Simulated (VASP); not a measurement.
# Re (Fm-3m) in VASP: a series of runs

The runs below take Re through relaxation of cell and atoms, with LDA.

Program: VASP 6.6.1. These are calculated values, not measurements. Logs are shortened: lines on timing, memory, paths and dates and some standing lists are left out, and cuts for length are marked.

### Step 1. The cell of the first run

Symmetry: Fm-3m, No. 225, cubic system. Conventional cell: a = 3.589 Å, b = 3.589 Å, c = 3.589 Å, α = 90.00°, β = 90.00°, γ = 90.00°. Re (site symmetry m-3m) has 12 Re at 2.54 Å within 3.3 Å.

This isn't the form of Re at room conditions, which is hcp.

### Step 2. Relaxation of cell and atoms, LDA, target pressure 140 GPa, at which the enthalpy is minimised

INCAR

```
ALGO = Normal
EDIFF = 1E-6
EDIFFG = -0.005
ENCUT = 600
IBRION = 2
ISIF = 3
ISMEAR = -1
LASPH = T
LCHARG = F
LREAL = F
LWAVE = F
NELM = 80
NSW = 60
PREC = Accurate
PSTRESS = 1400.0
SIGMA = 0.08
```

KPOINTS

```
k-points
0
Gamma
  18 18 18
```

POSCAR

```
Re
1.0
    0.0000000000      1.7943267604      1.7943267604
    1.7943267604      0.0000000000      1.7943267604
    1.7943267604      1.7943267604      0.0000000000
Re
1
Direct
    0.0000000000      0.0000000000      0.0000000000
```

Potentials or basis: VASP PAW LDA potentials, release 64 (Re).

On the command line:

```sh
cat potpaw_LDA.64/Re/POTCAR > POTCAR
mpirun -np 1 vasp_std > vasp.out
```

OUTCAR:

```text
EDIFF = 1E-6
   EDIFFG = -0.005
   ENCUT = 600
   IBRION = 2
   ISIF = 3
   ISMEAR = -1
   LASPH = T
   LREAL = F
   NELM = 80
   NSW = 60
   PREC = Accurate
   PSTRESS = 1400.0

 ion  position               nearest neighbor table
   1  0.000  0.000  0.000-

  LATTYP: Found a face centered cubic cell.
 ALAT       =     3.5886535208

  Lattice vectors:

 A1 = (   0.0000000000,   1.7943267604,   1.7943267604)
 A2 = (   1.7943267604,   0.0000000000,   1.7943267604)
 A3 = (   1.7943267604,   1.7943267604,   0.0000000000)

Analysis of symmetry for initial positions (statically):
=====================================================================
 Subroutine PRICEL returns:
 Original cell was already a primitive cell.

 Routine SETGRP: Setting up the symmetry group for a
 face centered cubic supercell.

 Subroutine GETGRP returns: Found 48 space group operations
 (whereof 48 operations were pure point group operations)
 out of a pool of 48 trial point group operations.

The static configuration has the point symmetry O_h .

Analysis of symmetry for dynamics (positions and initial velocities):
=====================================================================
 Subroutine PRICEL returns:
 Original cell was already a primitive cell.

 Routine SETGRP: Setting up the symmetry group for a
 face centered cubic supercell.

 Subroutine GETGRP returns: Found 48 space group operations
 (whereof 48 operations were pure point group operations)
 out of a pool of 48 trial point group operations.

The dynamic configuration has the point symmetry O_h .

 Subroutine INISYM returns: Found 48 space group operations
 (whereof 48 operations are pure point group operations),
 and found     1 'primitive' translations

----------------------------------------------------------------------------------------

                                     Primitive cell

  volume of cell :      11.5541

  direct lattice vectors                    reciprocal lattice vectors
     0.000000000  1.794326760  1.794326760    -0.278656046  0.278656046  0.278656046
     1.794326760  0.000000000  1.794326760     0.278656046 -0.278656046  0.278656046
     1.794326760  1.794326760  0.000000000     0.278656046  0.278656046 -0.278656046

  length of vectors
     2.537561240  2.537561240  2.537561240     0.482646429  0.482646429  0.482646429

  position of ions in fractional coordinates (direct lattice)
     0.000000000  0.000000000  0.000000000

  ion indices of the primitive-cell ions
   primitive index   ion index
                 1           1

----------------------------------------------------------------------------------------

 KPOINTS: k-points

Automatic generation of k-mesh.
 Grid dimensions read from file:
 generate k-points for:   18   18   18

 Generating k-lattice:

  Cartesian coordinates                     Fractional coordinates (reciprocal lattice)
    -0.015480891  0.015480891  0.015480891     0.055555556  0.000000000  0.000000000
     0.015480891 -0.015480891  0.015480891     0.000000000  0.055555556  0.000000000
     0.015480891  0.015480891 -0.015480891     0.000000000  0.000000000  0.055555556

  Length of vectors
     0.026813691  0.026813691  0.026813691

  Shift w.r.t. Gamma in fractional coordinates (k-lattice)
     0.000000000  0.000000000  0.000000000

 Subroutine IBZKPT returns following result:
 ===========================================

 Found    195 irreducible k-points:

 Following reciprocal coordinates:
            Coordinates               Weight
  0.000000  0.000000  0.000000      1.000000
  0.055556  0.000000  0.000000      8.000000
  0.111111  0.000000  0.000000      8.000000
  0.166667  0.000000  0.000000      8.000000
  0.222222  0.000000  0.000000      8.000000
  0.277778  0.000000  0.000000      8.000000
[... 16 lines left out ...]
 -0.277778  0.055556  0.000000     24.000000
 -0.222222  0.055556  0.000000     24.000000
 [... further k-points ...]
   k-points           NKPTS =    195   k-points in BZ     NKDIM =    195   number of bands    NBANDS=      7
   number of dos      NEDOS =    301   number of ions     NIONS =      1
   total plane-waves  NPLWV =   8000
   dimension x,y,z NGX =    20 NGY =   20 NGZ =   20
   dimension x,y,z NGXF=    40 NGYF=   40 NGZF=   40
   ions per type =               1
   NGX,Y,Z   is equivalent  to a cutoff of  13.10, 13.10, 13.10 a.u.
   NGXF,Y,Z  is equivalent  to a cutoff of  26.21, 26.21, 26.21 a.u.
 SYSTEM =  unknown system
   PREC   = accura    normal or accurate (medium, high low for compatibility)
   ISTART =      0    job   : 0-new  1-cont  2-samecut
   ICHARG =      2    charge: 1-file 2-atom 10-const
   ISPIN  =      1    spin polarized calculation?
   LNONCOLLINEAR =      F non collinear calculations
   LSORBIT =      F    spin-orbit coupling
   LASPH  =      T    aspherical Exc in radial PAW
   ENCUT  =  600.0 eV  44.10 Ry    6.64 a.u.   5.07  5.07  5.07*2*pi/ulx,y,z
   NELM   =     80;   NELMIN=  2; NELMDL= -5     # of ELM steps
   EDIFF  = 0.1E-05   stopping-criterion for ELM
   LREAL  =      F    real-space projection
   EDIFFG = -.5E-02   stopping-criterion for IOM
   NSW    =     60    number of steps for IOM
   IBRION =      2    ionic relax: 0-MD 1-quasi-New 2-CG
   NFREE  =      1    steps in history (QN), initial steepest desc. (CG)
   ISIF   =      3    stress and relaxation
   ISYM   =      2    0-nonsym 1-usesym 2-fastsym
   POTIM  = 0.5000    time-step for ionic-motion
   TEBEG  =    0.0;   TEEND  =   0.0 temperature during run
   PSTRESS= 1400.0 pullay stress
   NELECT =       7.0000    total number of electrons
   NUPDOWN=      -1.0000    fix difference up-down
   EMIN   =  10.00;   EMAX   =-10.00  energy-range for DOS
   EFERMI =   0.00;   METHOD = LEGACY
   ISMEAR =    -1;   SIGMA  =   0.08  broadening in eV -4-tet -1-fermi 0-gaus
   EFERMI_NEDOS =   21; number of points for ismear=-14 and -15
   IALGO  =     38    algorithm
   IMIX   =      4    mixing-type and parameters
     AMIX     =   0.40;   BMIX     =  1.00
     AMIX_MAG =   1.60;   BMIX_MAG =  1.00
  volume/ion in A,a.u.               =      11.55        77.97
  Fermi-wavevector in a.u.,A,eV,Ry     =   1.385254  2.617750 26.108597  1.918928
  Thomas-Fermi vector in A             =   2.509681
   LORBIT       =      0    0 simple, 1 ext, 2 COOP (PROOUT), +10 PAW based schemes
   GGA     = CA    functional components
   LHFCALC =     F    Hartree Fock is set to
   AEXX    =    0.0000 exact exchange contribution
   IVDW    =     0    specifies the selected vdW correction
   LEPSILON=     F    determine dielectric tensor
   LRPA    =     F    only Hartree local field effects (RPA)
 conjugate gradient relaxation of ions
 non-spin polarized calculation
  energy-cutoff  :      600.00
  volume of cell :       11.55
 maximum number of plane-waves:       397
   NGX = 11   NGY = 11   NGZ = 11

--------------------------------------- Ionic step        1  -------------------------------------------

 number of electron       7.0000000 magnetization

 Free energy of the ion-electron system (eV)
  ---------------------------------------------------
  ext. energy  EPLUGINS =         0.00000000
  ---------------------------------------------------
  free energy    TOTEN  =       -12.60258851 eV

  energy without entropy =      -12.58795243  energy(sigma->0) =      -12.59527047

------------------------ aborting loop because EDIFF is reached ----------------------------------------

  FORCE on cell =-STRESS in cart. coord.  units (eV):
  Direction    XX          YY          ZZ          XY          YZ          ZX
  --------------------------------------------------------------------------------------
  -------------------------------------------------------------------------------------
  Total       10.7073997     10.7073997     10.7073997      0.0000000      0.0000000      0.0000000
  in kB     1484.7727902   1484.7727902   1484.7727902      0.0000000      0.0000000      0.0000000
  external PRESSURE =      84.7727902 kB  Pullay stress =    1400.0000000 kB
[... 96 lines left out ...]
  enthalpy is  TOTEN    =        -2.5091982066 eV   P V=       10.1890551534

--------------------------------------- Ionic step        4  -------------------------------------------

 number of electron       7.0000000 magnetization

 Free energy of the ion-electron system (eV)
  ---------------------------------------------------
  ext. energy  EPLUGINS =         0.00000000
  ---------------------------------------------------
  free energy    TOTEN  =       -12.69434093 eV

  energy without entropy =      -12.67967628  energy(sigma->0) =      -12.68700861

 E-fermi :  11.4514     XC(G=0): -15.1302

 val. band max:       11.4029502978   @ k =  -0.4444   0.2778   0.1111
 cond. band min:      11.4619726363   @ k =   0.3333   0.2222   0.0556
 fundamental gap:      0.0590223385
 Fermi energy:        11.4514126335

 k-point     1 :       0.0000    0.0000    0.0000
  band No.  band energies     occupation
      1      -0.2493      2.00000
      2       8.6669      2.00000
      3       8.6669      2.00000
      4       8.6669      2.00000
      5      13.1648      0.00000
      6      13.1648      0.00000
      7      25.4142      0.00000
[... 221 lines left out ...]
 k-point    24 :      -0.2222    0.0556    0.0000
  band No.  band energies     occupation
      1       2.5079      2.00000
      2       7.6453      2.00000
      3       9.2964      2.00000
      4       9.4459      2.00000
      5      12.4312      0.00001
      6      13.9857      0.00000
      7      26.5213      0.00000

 [... further k-points ...]

------------------------ aborting loop because EDIFF is reached ----------------------------------------

  FORCE on cell =-STRESS in cart. coord.  units (eV):
  Direction    XX          YY          ZZ          XY          YZ          ZX
  --------------------------------------------------------------------------------------
  -------------------------------------------------------------------------------------
  Total       10.1817227     10.1817227     10.1817227     -0.0000000      0.0000000      0.0000000
  in kB     1399.5306063   1399.5306063   1399.5306063     -0.0000000      0.0000000      0.0000000
  external PRESSURE =      -0.4693937 kB  Pullay stress =    1400.0000000 kB
[... 16 lines left out ...]
  FREE ENERGIE OF THE ION-ELECTRON SYSTEM (eV)
  ---------------------------------------------------
  free  energy   TOTEN  =       -12.6943409305 eV

  energy  without entropy=      -12.6796762836  energy(sigma->0) =      -12.68700861

  enthalpy is  TOTEN    =        -2.5092033780 eV   P V=       10.1851375524

 reached required accuracy - stopping structural energy minimisation
```

Run time: 69 s. Hardware: 1 thread of Intel Xeon 8259CL, shared host; peak memory 0.15 GiB.

Results:

| Item | Value |
| --- | --- |
| Free energy | -12.6943 eV |
| Relaxed volume | 11.66 Å³/atom |
| Relaxed cell | a = 2.545 Å, b = 2.545 Å, c = 2.545 Å, α = 60.00°, β = 60.00°, γ = 60.00° |
| Space group after relaxing (to 0.1 Å) | Fm-3m (No. 225) |
| Energy change on relaxing (the run minimises the enthalpy) | -91.8 meV/atom |
| Ionic steps | 4 |
| Pressure after relaxing | 140.0 GPa |
| Band gap on the k mesh | zero (an odd number of electrons rules out a gap without spin polarisation) |

Step by step:
```csv
step,energy change (eV),largest force (eV/Å),pressure (GPa),volume (Å³)
1,0.0000,0.0000,148.48,11.55
2,-0.7178,0.0000,74.94,12.61
3,-0.0957,0.0000,139.63,11.66
4,-0.0918,0.0000,139.95,11.66
```

Final structure:
```yaml
crystal:
  lattice:
    - [0.00000, 1.79959, 1.79959]
    - [1.79959, 0.00000, 1.79959]
    - [1.79959, 1.79959, 0.00000]
  atoms:
    - { symbol: Re, position: [0.00000, 0.00000, 0.00000] }
```

Levels at points of the mesh, in eV from the Fermi level:
| k point | band 1 | band 2 | band 3 | band 4 | band 5 | band 6 | band 7 |
| --- | --- | --- | --- | --- | --- | --- | --- |
| (0.00, 0.00, 0.00) | -11.70 | -2.78 | -2.78 | -2.78 | 1.71 | 1.71 | 13.96 |
| (0.50, 0.00, 0.00) | -8.84 | -3.13 | -3.13 | 1.08 | 5.38 | 5.38 | 13.99 |
| (0.50, 0.50, 0.00) | -9.30 | -8.27 | 4.43 | 5.35 | 6.51 | 6.51 | 14.51 |

Caveat: the cell is relaxed towards a set pressure, so the run minimises the enthalpy, not the energy; spin-orbit coupling is left out, which moves the levels of the heavy elements.

[end of part 1 of 2]

The gap in the log of VASP goes by the Fermi energy; the results here count the filled bands.